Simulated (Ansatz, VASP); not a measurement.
Two plane-wave programs on MgH2

```
Mg H
1.0
     4.43730    0.00000    0.00000
     0.00000    4.43730    0.00000
     0.00000    0.00000    3.04521
Mg H
2 4
Direct
  0.50000 0.00000 0.72723
  0.00000 0.50000 0.22723
  0.65529 0.19778 0.88638
  0.80222 0.65529 0.38638
  0.34471 0.80222 0.88638
  0.19778 0.34471 0.38638
```

Alike in both runs: task single point; functional PBE; k mesh 4 × 4 × 6; occupations gaussian, width 0.1 eV; no spin polarisation.

|  | VASP | Ansatz |
| --- | --- | --- |
| version | VASP 6.6.1 | Ansatz 0.2.0 |
| potentials or method | VASP PAW PBE potentials, release 64 (Mg, H), cutoff 520 eV | scalar-relativistic, plane waves, PAW |
| valence electrons in the cell | 8 | 24 |

```tsv
	VASP	Ansatz	Ansatz less VASP
gap on the k mesh at the Fermi level (eV)	3.12	3.10	-0.025
least direct gap on the mesh (eV)	4.02	3.99	-0.029
rms of the force components (eV/Å)	6.866	6.715	-0.1518
```

Atom by atom the forces differ by 0.152 eV/Å (rms over components). VASP's potentials hold 8 valence electrons a cell and Ansatz's 24, so a difference there can come from the potentials and not from the codes.
